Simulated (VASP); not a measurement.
Set up this calculation in VASP 6.6.1, as the native input.

```
Task                   : single point
Functional             : PBE
Potentials or basis    : VASP PAW PBE potentials, release 64 (Ta_pv, C)
Cutoff                 : 520 eV
k mesh                 : 8 × 8 × 1
Occupations            : gaussian, width 0.1 eV
Spin                   : no spin polarisation
Dipole correction      : yes
Further INCAR settings : ALGO = Normal; EDIFF = 1e-06; NBANDS = 32
```

The structure of Ta4C lies in POSCAR:

```
Ta4C
1.0
    3.3189671341      0.0000000000      0.0000000000
    0.0000000000      3.3189671341      0.0000000000
    0.0000000000      0.0000000000     20.2996559613
Ta C
4 1
Direct
    0.5000000000      0.5000000000      0.1970476745
    0.0000000000      0.0000000000      0.2787970189
    0.5000000000      0.5000000000      0.3599139055
    0.0000000000      0.0000000000      0.4334879359
    0.0000000000      0.5000000000      0.4864579773
```

The input as run:

INCAR

```
  ALGO = Normal
  DIPOL = 0.5 0.5 0.351
  EDIFF = 1E-6
  ENCUT = 520
  GGA = PE
  IDIPOL = 3
  ISIF = 2
  ISMEAR = 0
  LASPH = T
  LCHARG = T
  LDIPOL = T
  LELF = T
  LREAL = F
  LVACPOTAV = T
  LVHAR = T
  LWAVE = F
  NBANDS = 32
  NELM = 60
  PREC = Accurate
  SIGMA = 0.1
```

KPOINTS

```
k-points
0
Gamma
  8 8 1
```

Potentials or basis: VASP PAW PBE potentials, release 64 (Ta_pv, C).

Command:

```bash
$ cat potpaw_PBE.64/Ta_pv/POTCAR potpaw_PBE.64/C/POTCAR > POTCAR
$ mpirun -np 1 vasp_std > vasp.out
```

Results of the run:

| Quantity | Value |
| --- | --- |
| Largest force | 1.272 eV/Å |
| Band gap on the k mesh | zero (bands 24 and 25 overlap by 0.49 eV) |

Caveat: spin-orbit coupling is left out, which moves the levels of the heavy elements.

Run time: 4 min on 1 thread of Intel(R) Xeon(R) 6975P-C (Granite Rapids) (shared host), peak memory 0.42 GiB.
